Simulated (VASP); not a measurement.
Set up this calculation in VASP 6.6.1, as the native input.

| Item | Value |
| --- | --- |
| Task | single point |
| Functional | PBE |
| Potentials or basis | VASP PAW PBE potentials, release 64 (Li_sv, Nb_sv, O) |
| Cutoff | 520 eV |
| k mesh | 6 × 6 × 6 |
| Occupations | gaussian, width 0.01 eV |
| Spin | no spin polarisation |
| Dipole correction | no |
| Further INCAR settings | ALGO = Normal; EDIFF = 1e-06; NBANDS = 45 |

The structure of LiNbO3 lies in POSCAR:

```
LiNbO3
1.0
    2.6208410739      1.5131432995      4.7180536418
   -2.6208410739      1.5131432995      4.7180536418
    0.0000000000     -3.0262865990      4.7180536418
Li Nb O
2 2 6
Direct
    0.7816240672      0.7816240672      0.7816240672
    0.2816240672      0.2816240672      0.2816240672
    0.5004839052      0.5004839052      0.5004839052
    1.0004839052      1.0004839052      0.0004839052
    0.6107801053      0.2211568658      0.8579550566
    0.8579550566      0.6107801053      0.2211568658
    0.1107801053      0.3579550566      0.7211568658
    0.2211568658      0.8579550566      0.6107801053
    0.7211568658      0.1107801053      0.3579550566
    0.3579550566      0.7211568658      0.1107801053
```

This cell differs from its parent crystal: volume changed by +3%.

These files were run (other wordings do the same):

INCAR

```
SYSTEM = LiNbO3
PREC = Accurate
ENCUT = 520
EDIFF = 1E-6
ISMEAR = 0
SIGMA = 0.01
LREAL = .FALSE.
LASPH = .TRUE.
NELM = 100
ALGO = Normal
ISIF = 2
LWAVE = .FALSE.
LCHARG = .FALSE.
GGA = PE
NBANDS = 45
```

KPOINTS

```
Automatic mesh
0
G
  6 6 6
  0 0 0
```

Potentials or basis: VASP PAW PBE potentials, release 64 (Li_sv, Nb_sv, O).

The run is started by

```bash
$ cat potpaw_PBE.64/Li_sv/POTCAR potpaw_PBE.64/Nb_sv/POTCAR potpaw_PBE.64/O/POTCAR > POTCAR
$ mpirun -np 1 vasp_std > vasp.out
```

Results of the run:

```json
{
  "Largest force": "0.377 eV/Å",
  "Band gap on the k mesh": "3.42 eV, indirect (least direct gap 3.44 eV)"
}
```

Wall time 2.2 min on 1 thread of Intel(R) Xeon(R) 6975P-C (Granite Rapids), with other jobs on the host, peak memory 0.32 GiB.
